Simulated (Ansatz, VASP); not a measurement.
Two plane-wave programs on CaO

```xyz
16
Lattice="3.3751 0.0000 0.0000 -1.6876 2.9230 0.0000 0.0000 0.0000 22.8745" Properties=species:S:1:pos:R:3 pbc="T T T"
Ca    0.0000    0.0000   -0.0543
Ca    0.0000    1.9486    2.8052
Ca    0.0000    0.0000    5.7186
Ca    0.0000    1.9486    8.6321
Ca    0.0000    0.0000   11.4915
Ca    1.6876    0.9743   14.2979
Ca    0.0000    1.9486   17.1558
Ca    1.6876    0.9743   20.0138
O     1.6876    0.9743    1.3459
O     1.6876    0.9743    4.2610
O     1.6876    0.9743    7.1762
O     1.6876    0.9743   10.0913
O     0.0000    1.9486   12.8947
O     0.0000    0.0000   15.6983
O     0.0000    0.0000   18.6134
O     0.0000    1.9486   21.4170
```

Alike in both runs: functional PBE; k mesh 9 × 9 × 2; occupations gaussian, width 0.02 eV; no spin polarisation.

Ansatz relaxed the structure, and its values are those at the end. VASP's run is a single point on that final structure, the one shown.

|  | VASP | Ansatz |
| --- | --- | --- |
| version | VASP 6.6.1 | Ansatz 0.2.0 |
| potentials or method | VASP PAW PBE potentials, release 64 (Ca_sv, O), cutoff 520 eV | scalar-relativistic, plane waves, PAW |
| valence electrons in the cell | 128 | 128 |

|  | VASP | Ansatz | Ansatz less VASP |
| --- | --- | --- | --- |
| gap on the k mesh at the Fermi level (eV) | 3.40 | 3.42 | +0.014 |
| least direct gap on the mesh (eV) | 3.69 | 3.70 | +0.012 |
| pressure (GPa) | 0.6 | 0.0 | -0.56 |
